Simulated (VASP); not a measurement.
# K3SiF6 (Fm-3m) in VASP: notebook

The runs below take K3SiF6 through single point, with r2SCAN.

All numbers are computed with VASP 6.6.1; they aren't measurements. Logs are shortened: lines on timing, memory, paths and dates and some standing lists are left out, and cuts for length are marked.

### 1 The cell of the first run

It takes space group Fm-3m (No. 225, cubic). Conventional cell: a = 8.676 Å, b = 8.676 Å, c = 8.676 Å, α = 90.00°, β = 90.00°, γ = 90.00°. K (site symmetry -43m) has 12 F at 3.09 Å and 4 K at 3.76 Å and 4 Si at 3.76 Å within 4.1 Å. K (site symmetry m-3m) has 6 F at 2.52 Å within 3.3 Å. Within 2.4 Å of Si (site symmetry m-3m) lie 6 F at 1.82 Å. F (site symmetry 4mm) has 1 Si at 1.82 Å within 2.4 Å.

### 2 Single point, r2SCAN

File POSCAR:

```
K3SiF6
1.0
    0.0000000000      4.3382340000      4.3382340000
    4.3382340000      0.0000000000      4.3382340000
    4.3382340000      4.3382340000      0.0000000000
K Si F
3 1 6
Direct
    0.2500000000      0.2500000000      0.2500000000
    0.7500000000      0.7500000000      0.7500000000
    0.0000000000      0.0000000000      0.0000000000
    0.5000000000      0.5000000000      0.5000000000
    0.7098000000      0.2902000000      0.2902000000
    0.2902000000      0.7098000000      0.2902000000
    0.2902000000      0.7098000000      0.7098000000
    0.7098000000      0.2902000000      0.7098000000
    0.2902000000      0.2902000000      0.7098000000
    0.7098000000      0.7098000000      0.2902000000
```

File INCAR.step1:

```
SYSTEM = K3SiF6
ALGO = Normal
EDIFF = 1E-4
ENCUT = 520
GGA = PE
ISMEAR = 0
LASPH = .TRUE.
LCHARG = .FALSE.
LREAL = .FALSE.
LWAVE = .TRUE.
NBANDS = 48
NELM = 80
PREC = Accurate
SIGMA = 0.0222
```

File INCAR.step2:

```
SYSTEM = K3SiF6
ALGO = Normal
EDIFF = 1E-6
ENCUT = 520
ISIF = 2
ISMEAR = 0
ISTART = 1
LASPH = .TRUE.
LCHARG = .FALSE.
LMIXTAU = .TRUE.
LREAL = .FALSE.
LWAVE = .FALSE.
METAGGA = R2SCAN
NBANDS = 48
NELM = 80
PREC = Accurate
SIGMA = 0.0222
```

File KPOINTS:

```
k-points
0
G
  4 4 4
  0 0 0
```

Potentials or basis: VASP PAW PBE potentials, release 64 (K_sv, Si, F).

Run with:

```console
> cat potpaw_PBE.64/K_sv/POTCAR potpaw_PBE.64/Si/POTCAR potpaw_PBE.64/F/POTCAR > POTCAR
> cp INCAR.step1 INCAR
> mpirun -np 1 vasp_std > vasp.out
> cp INCAR.step2 INCAR
> mpirun -np 1 vasp_std > vasp.out
```

OUTCAR:

```text
SYSTEM = K3SiF6
   EDIFF = 1E-6
   ENCUT = 520
   ISIF = 2
   ISMEAR = 0
   ISTART = 1
   LASPH = .TRUE.
   LREAL = .FALSE.
   METAGGA = R2SCAN
   NELM = 80
   PREC = Accurate

 ion  position               nearest neighbor table
   1  0.250  0.250  0.250-   3 3.76   3 3.76   3 3.76   3 3.76
   2  0.750  0.750  0.750-   3 3.76   3 3.76   3 3.76   3 3.76
   3  0.000  0.000  0.000-   5 2.52   6 2.52   7 2.52   8 2.52   9 2.52  10 2.52   2 3.76   2 3.76
                             1 3.76   2 3.76   2 3.76   1 3.76   1 3.76   1 3.76
   4  0.500  0.500  0.500-   5 1.82   6 1.82   7 1.82   8 1.82   9 1.82  10 1.82
   5  0.710  0.290  0.290-   4 1.82   3 2.52
   6  0.290  0.710  0.290-   4 1.82   3 2.52
   7  0.290  0.710  0.710-   4 1.82   3 2.52
   8  0.710  0.290  0.710-   4 1.82   3 2.52
   9  0.290  0.290  0.710-   4 1.82   3 2.52
  10  0.710  0.710  0.290-   4 1.82   3 2.52

  LATTYP: Found a face centered cubic cell.
 ALAT       =     8.6764680000

  Lattice vectors:

 A1 = (   0.0000000000,   4.3382340000,   4.3382340000)
 A2 = (   4.3382340000,   0.0000000000,   4.3382340000)
 A3 = (   4.3382340000,   4.3382340000,   0.0000000000)

Analysis of symmetry for initial positions (statically):
=====================================================================
 Subroutine PRICEL returns:
 Original cell was already a primitive cell.

 Routine SETGRP: Setting up the symmetry group for a
 face centered cubic supercell.

 Subroutine GETGRP returns: Found 48 space group operations
 (whereof 48 operations were pure point group operations)
 out of a pool of 48 trial point group operations.

The static configuration has the point symmetry O_h .

Analysis of symmetry for dynamics (positions and initial velocities):
=====================================================================
 Subroutine PRICEL returns:
 Original cell was already a primitive cell.

 Routine SETGRP: Setting up the symmetry group for a
 face centered cubic supercell.

 Subroutine GETGRP returns: Found 48 space group operations
 (whereof 48 operations were pure point group operations)
 out of a pool of 48 trial point group operations.

The dynamic configuration has the point symmetry O_h .

 Subroutine INISYM returns: Found 48 space group operations
 (whereof 48 operations are pure point group operations),
 and found     1 'primitive' translations

----------------------------------------------------------------------------------------

                                     Primitive cell

  volume of cell :     163.2935

  direct lattice vectors                    reciprocal lattice vectors
     0.000000000  4.338234000  4.338234000    -0.115254272  0.115254272  0.115254272
     4.338234000  0.000000000  4.338234000     0.115254272 -0.115254272  0.115254272
     4.338234000  4.338234000  0.000000000     0.115254272  0.115254272 -0.115254272

  length of vectors
     6.135189360  6.135189360  6.135189360     0.199626254  0.199626254  0.199626254

  position of ions in fractional coordinates (direct lattice)
     0.250000000  0.250000000  0.250000000
     0.750000000  0.750000000  0.750000000
     0.000000000  0.000000000  0.000000000
     0.500000000  0.500000000  0.500000000
     0.709800000  0.290200000  0.290200000
     0.290200000  0.709800000  0.290200000
     0.290200000  0.709800000  0.709800000
     0.709800000  0.290200000  0.709800000
     0.290200000  0.290200000  0.709800000
     0.709800000  0.709800000  0.290200000

  ion indices of the primitive-cell ions
   primitive index   ion index
                 1           1
                 2           2
                 3           3
                 4           4
                 5           5
                 6           6
                 7           7
                 8           8
                 9           9
                10          10

----------------------------------------------------------------------------------------

 KPOINTS: k-points

Automatic generation of k-mesh.
 Grid dimensions read from file:
 generate k-points for:    4    4    4

 Generating k-lattice:

  Cartesian coordinates                     Fractional coordinates (reciprocal lattice)
    -0.028813568  0.028813568  0.028813568     0.250000000  0.000000000  0.000000000
     0.028813568 -0.028813568  0.028813568     0.000000000  0.250000000  0.000000000
     0.028813568  0.028813568 -0.028813568     0.000000000  0.000000000  0.250000000

  Length of vectors
     0.049906564  0.049906564  0.049906564

  Shift w.r.t. Gamma in fractional coordinates (k-lattice)
     0.000000000  0.000000000  0.000000000

 Subroutine IBZKPT returns following result:
 ===========================================

 Found      8 irreducible k-points:

 Following reciprocal coordinates:
            Coordinates               Weight
  0.000000  0.000000  0.000000      1.000000
  0.250000  0.000000  0.000000      8.000000
  0.500000  0.000000  0.000000      4.000000
  0.250000  0.250000  0.000000      6.000000
  0.500000  0.250000  0.000000     24.000000
 -0.250000  0.250000  0.000000     12.000000
  0.500000  0.500000  0.000000      3.000000
 -0.250000  0.500000  0.250000      6.000000
   k-points           NKPTS =      8   k-points in BZ     NKDIM =      8   number of bands    NBANDS=     48
   number of dos      NEDOS =    301   number of ions     NIONS =     10
   total plane-waves  NPLWV = 110592
   dimension x,y,z NGX =    48 NGY =   48 NGZ =   48
   dimension x,y,z NGXF=    96 NGYF=   96 NGZF=   96
   ions per type =               3   1   6
   NGX,Y,Z   is equivalent  to a cutoff of  13.01, 13.01, 13.01 a.u.
   NGXF,Y,Z  is equivalent  to a cutoff of  26.01, 26.01, 26.01 a.u.
 SYSTEM =  K3SiF6
   PREC   = accura    normal or accurate (medium, high low for compatibility)
   ISTART =      1    job   : 0-new  1-cont  2-samecut
   ICHARG =      0    charge: 1-file 2-atom 10-const
   ISPIN  =      1    spin polarized calculation?
   LNONCOLLINEAR =      F non collinear calculations
   LSORBIT =      F    spin-orbit coupling
   LASPH  =      T    aspherical Exc in radial PAW
   ENCUT  =  520.0 eV  38.22 Ry    6.18 a.u.  11.41 11.41 11.41*2*pi/ulx,y,z
   NELM   =     80;   NELMIN=  2; NELMDL=  0     # of ELM steps
   EDIFF  = 0.1E-05   stopping-criterion for ELM
   LREAL  =      F    real-space projection
   EDIFFG = 0.1E-04   stopping-criterion for IOM
   NSW    =      0    number of steps for IOM
   IBRION =     -1    ionic relax: 0-MD 1-quasi-New 2-CG
   NFREE  =      0    steps in history (QN), initial steepest desc. (CG)
   ISIF   =      2    stress and relaxation
   ISYM   =      2    0-nonsym 1-usesym 2-fastsym
   POTIM  = 0.5000    time-step for ionic-motion
   TEBEG  =    0.0;   TEEND  =   0.0 temperature during run
   PSTRESS=    0.0 pullay stress
   NELECT =      73.0000    total number of electrons
   NUPDOWN=      -1.0000    fix difference up-down
   EMIN   =  10.00;   EMAX   =-10.00  energy-range for DOS
   EFERMI =   0.00;   METHOD = LEGACY
   ISMEAR =     0;   SIGMA  =   0.02  broadening in eV -4-tet -1-fermi 0-gaus
   EFERMI_NEDOS =   21; number of points for ismear=-14 and -15
   IALGO  =     38    algorithm
   IMIX   =      4    mixing-type and parameters
     AMIX     =   0.40;   BMIX     =  1.00
     AMIX_MAG =   1.60;   BMIX_MAG =  1.00
  volume/ion in A,a.u.               =      16.33       110.20
  Fermi-wavevector in a.u.,A,eV,Ry     =   1.251775  2.365511 21.319509  1.566940
  Thomas-Fermi vector in A             =   2.385706
   LORBIT       =      0    0 simple, 1 ext, 2 COOP (PROOUT), +10 PAW based schemes
   METAGGA = R2SCAN    functional components
   LHFCALC =     F    Hartree Fock is set to
   AEXX    =    0.0000 exact exchange contribution
   IVDW    =     0    specifies the selected vdW correction
   LEPSILON=     F    determine dielectric tensor
   LRPA    =     F    only Hartree local field effects (RPA)
 non-spin polarized calculation
 Gauss-broadening in eV      SIGMA  =   0.02
  energy-cutoff  :      520.00
  volume of cell :      163.29
 maximum number of plane-waves:      4477
 NGX is ok and might be reduce to    48
   NGX = 23   NGY = 23   NGZ = 23

 number of electron      72.9999965 magnetization

 Free energy of the ion-electron system (eV)
  ---------------------------------------------------
  ext. energy  EPLUGINS =         0.00000000
  ---------------------------------------------------
  free energy    TOTEN  =       -73.71303235 eV

  energy without entropy =      -73.70961451  energy(sigma->0) =      -73.71132343

 E-fermi :   5.5455     XC(G=0):  -9.2310

 val. band max:        5.2475369905   @ k =  -0.2500   0.2500   0.0000
 cond. band min:       5.5583778718   @ k =   0.5000   0.2500   0.0000
 fundamental gap:      0.3108408813
 Fermi energy:         5.5455227907

 k-point     1 :       0.0000    0.0000    0.0000
  band No.  band energies     occupation
      1     -29.9576      2.00000
      2     -29.9395      2.00000
      3     -29.1435      2.00000
      4     -25.0353      2.00000
      5     -24.3113      2.00000
      6     -24.3113      2.00000
[... 40 lines left out ...]
     47      10.0609      0.00000
     48      10.4195      0.00000

 k-point     2 :       0.2500    0.0000    0.0000
  band No.  band energies     occupation
      1     -29.9540      2.00000
      2     -29.9413      2.00000
      3     -29.1434      2.00000
      4     -25.0517      2.00000
      5     -24.3037      2.00000
      6     -24.3037      2.00000
[... 40 lines left out ...]
     47       9.9002      0.00000
     48      10.0246      0.00000

 k-point     3 :       0.5000    0.0000    0.0000
  band No.  band energies     occupation
      1     -29.9469      2.00000
      2     -29.9465      2.00000
      3     -29.1434      2.00000
      4     -25.0677      2.00000
      5     -24.2960      2.00000
      6     -24.2960      2.00000
[... 40 lines left out ...]
     47       9.5606      0.00000
     48       9.5606      0.00000

 k-point     4 :       0.2500    0.2500    0.0000
  band No.  band energies     occupation
      1     -29.9532      2.00000
      2     -29.9415      2.00000
      3     -29.1435      2.00000
      4     -25.0510      2.00000
      5     -24.3133      2.00000
      6     -24.3133      2.00000
[... 40 lines left out ...]
     47       9.8658      0.00000
     48      10.1593      0.00000

 k-point     5 :       0.5000    0.2500    0.0000
  band No.  band energies     occupation
      1     -29.9484      2.00000
      2     -29.9444      2.00000
      3     -29.1435      2.00000
      4     -25.0614      2.00000
      5     -24.3060      2.00000
      6     -24.3046      2.00000
[... 40 lines left out ...]
     47       9.6200      0.00000
     48       9.6412      0.00000

 k-point     6 :      -0.2500    0.2500    0.0000
  band No.  band energies     occupation
      1     -29.9496      2.00000
      2     -29.9438      2.00000
      3     -29.1434      2.00000
      4     -25.0619      2.00000
      5     -24.3134      2.00000
      6     -24.2959      2.00000
[... 40 lines left out ...]
     47       9.4886      0.00000
     48       9.8794      0.00000

 k-point     7 :       0.5000    0.5000    0.0000
  band No.  band energies     occupation
      1     -29.9487      2.00000
      2     -29.9434      2.00000
      3     -29.1436      2.00000
      4     -25.0547      2.00000
      5     -24.3152      2.00000
      6     -24.3152      2.00000
[... 40 lines left out ...]
     47       9.8784      0.00000
     48       9.8784      0.00000

 k-point     8 :      -0.2500    0.5000    0.2500
  band No.  band energies     occupation
      1     -29.9461      2.00000
      2     -29.9461      2.00000
      3     -29.1435      2.00000
      4     -25.0608      2.00000
      5     -24.3137      2.00000
      6     -24.3137      2.00000
[... 40 lines left out ...]
     47       9.3248      0.00000
     48       9.4472      0.00000

------------------------ aborting loop because EDIFF is reached ----------------------------------------

  FORCE on cell =-STRESS in cart. coord.  units (eV):
  Direction    XX          YY          ZZ          XY          YZ          ZX
  --------------------------------------------------------------------------------------
  -------------------------------------------------------------------------------------
  Total       -0.9058391     -0.9058391     -0.9058391      0.0000000      0.0000000     -0.0000000
  in kB       -8.8877680     -8.8877680     -8.8877680      0.0000000      0.0000000     -0.0000000
  external PRESSURE =      -8.8877680 kB  Pullay stress =       0.0000000 kB

 VOLUME and BASIS-vectors are now :
 -----------------------------------------------------------------------------
  energy-cutoff  :      520.00
  volume of cell :      163.29
      direct lattice vectors                 reciprocal lattice vectors
     0.000000000  4.338234000  4.338234000    -0.115254272  0.115254272  0.115254272
     4.338234000  0.000000000  4.338234000     0.115254272 -0.115254272  0.115254272
     4.338234000  4.338234000  0.000000000     0.115254272  0.115254272 -0.115254272

 POSITION                                       TOTAL-FORCE (eV/Angst)
 -----------------------------------------------------------------------------------
      2.16912      2.16912      2.16912        -0.000000      0.000000      0.000000
      6.50735      6.50735      6.50735         0.000000      0.000000      0.000000
      0.00000      0.00000      0.00000        -0.000000      0.000000      0.000000
      4.33823      4.33823      4.33823        -0.000000      0.000000      0.000000
      2.51791      4.33823      4.33823         0.968613      0.000000      0.000000
      4.33823      2.51791      4.33823        -0.000000      0.968613      0.000000
      6.15856      4.33823      4.33823        -0.968613      0.000000      0.000000
      4.33823      6.15856      4.33823        -0.000000     -0.968613      0.000000
      4.33823      4.33823      2.51791        -0.000000      0.000000      0.968613
      4.33823      4.33823      6.15856        -0.000000      0.000000     -0.968613
 -----------------------------------------------------------------------------------
    total drift:                               -0.000000     -0.000000     -0.000000

  FREE ENERGIE OF THE ION-ELECTRON SYSTEM (eV)
  ---------------------------------------------------
  free  energy   TOTEN  =       -73.7130323489 eV

  energy  without entropy=      -73.7096145115  energy(sigma->0) =      -73.71132343
```

Run time: 2.3 min. Hardware: 1 thread of Intel Xeon 6975P-C (Granite Rapids), shared host; peak memory 0.39 GiB.

Results:

```yaml
Free_energy: -73.7130 eV
Pressure: -0.9 GPa
Largest_force: 0.969 eV/Å
Band_gap_on_the_k_mesh: zero (an odd number of electrons rules out a gap without spin polarisation)
```

Forces on the atoms (eV/Å):
```
K    0.000  0.000  0.000
K    0.000  0.000  0.000
K    0.000  0.000  0.000
Si   0.000  0.000  0.000
F    0.969  0.000  0.000
F    0.000  0.969  0.000
F   -0.969  0.000  0.000
F    0.000 -0.969  0.000
F    0.000  0.000  0.969
F    0.000  0.000 -0.969
```

Levels at points of the mesh, in eV from the Fermi level:
| k point | band 32 | band 33 | band 34 | band 35 | band 36 | band 37 | band 38 | band 39 | band 40 | band 41 |
| --- | --- | --- | --- | --- | --- | --- | --- | --- | --- | --- |
| (0.00, 0.00, 0.00) | -9.34 | -9.34 | -8.75 | -8.75 | -8.75 | -1.71 | 1.82 | 1.82 | 2.02 | 2.40 |
| (0.50, 0.00, 0.00) | -9.38 | -9.33 | -8.85 | -8.85 | -8.82 | 0.04 | 0.70 | 2.34 | 2.56 | 2.56 |
| (0.50, 0.50, 0.00) | -9.39 | -9.39 | -8.97 | -8.97 | -8.76 | 0.16 | 0.99 | 1.69 | 2.07 | 2.54 |

Caveat: the PAW data sets were made with another functional, which shifts forces and pressure a little; an odd number of electrons without spin polarisation forces a metal; a magnetic or distorted state may lie lower.

### 3 Single point, r2SCAN

POSCAR is that of step 2.

INCAR.step1, as its differences from that of step 2:

```diff
@@ -6,2 +6,3 @@
 ISMEAR = 0
+ISYM = 0
 LASPH = .TRUE.
@@ -11,3 +12,3 @@
 NBANDS = 48
-NELM = 80
+NELM = 60
 PREC = Accurate
```

INCAR.step2, as its differences from that of step 2:

```diff
@@ -2,3 +2,3 @@
 ALGO = Normal
-EDIFF = 1E-6
+EDIFF = 1E-7
 ENCUT = 520
@@ -7,2 +7,3 @@
 ISTART = 1
+ISYM = 0
 LASPH = .TRUE.
@@ -14,3 +15,3 @@
 NBANDS = 48
-NELM = 80
+NELM = 60
 PREC = Accurate
```

KPOINTS is that of step 2.

Potentials or basis: VASP PAW PBE potentials, release 64 (K_sv, Si, F).

Run with:

```console
> cat potpaw_PBE.64/K_sv/POTCAR potpaw_PBE.64/Si/POTCAR potpaw_PBE.64/F/POTCAR > POTCAR
> cp INCAR.step1 INCAR
> mpirun -np 1 vasp_std > vasp.out
> cp INCAR.step2 INCAR
> mpirun -np 1 vasp_std > vasp.out
```

It took 9.2 min on 1 thread of Intel Xeon 6975P-C (Granite Rapids), shared host; peak memory 0.49 GiB.

It converged, with:

* Free energy: -73.7130 eV
* Pressure: -0.9 GPa
* Largest force: 0.968 eV/Å
* Band gap on the k mesh: zero (an odd number of electrons rules out a gap without spin polarisation)

Forces on the atoms (eV/Å):
```
K    0.000  0.000  0.000
K    0.000  0.000  0.000
K    0.000  0.000  0.000
Si   0.000  0.000  0.000
F    0.968  0.000  0.000
F    0.000  0.968  0.000
F   -0.968  0.000  0.000
F    0.000 -0.968  0.000
F    0.000  0.000  0.968
F    0.000  0.000 -0.968
```

Levels at points of the mesh, in eV from the Fermi level:
| k point | band 34 | band 35 | band 36 | band 37 | band 38 | band 39 |
| --- | --- | --- | --- | --- | --- | --- |
| (0.00, 0.00, 0.00) | -8.75 | -8.75 | -8.75 | -1.71 | 1.82 | 1.82 |
| (0.50, 0.00, 0.00) | -8.85 | -8.85 | -8.82 | 0.04 | 0.70 | 2.34 |
| (0.00, 0.50, 0.00) | -8.85 | -8.85 | -8.82 | 0.04 | 0.70 | 2.34 |
| (0.00, 0.00, 0.50) | -8.85 | -8.85 | -8.82 | 0.04 | 0.70 | 2.34 |
| (0.50, 0.50, 0.50) | -8.85 | -8.85 | -8.82 | 0.04 | 0.70 | 2.34 |
| (0.50, 0.50, 0.00) | -8.97 | -8.97 | -8.76 | 0.16 | 0.99 | 1.69 |
| (0.00, 0.50, 0.50) | -8.97 | -8.97 | -8.76 | 0.16 | 0.99 | 1.69 |
| (0.50, 0.00, 0.50) | -8.97 | -8.97 | -8.76 | 0.16 | 0.99 | 1.69 |

Caveat: the PAW data sets were made with another functional, which shifts forces and pressure a little; an odd number of electrons without spin polarisation forces a metal; a magnetic or distorted state may lie lower.

The gap in the log of VASP goes by the Fermi energy; the results here count the filled bands.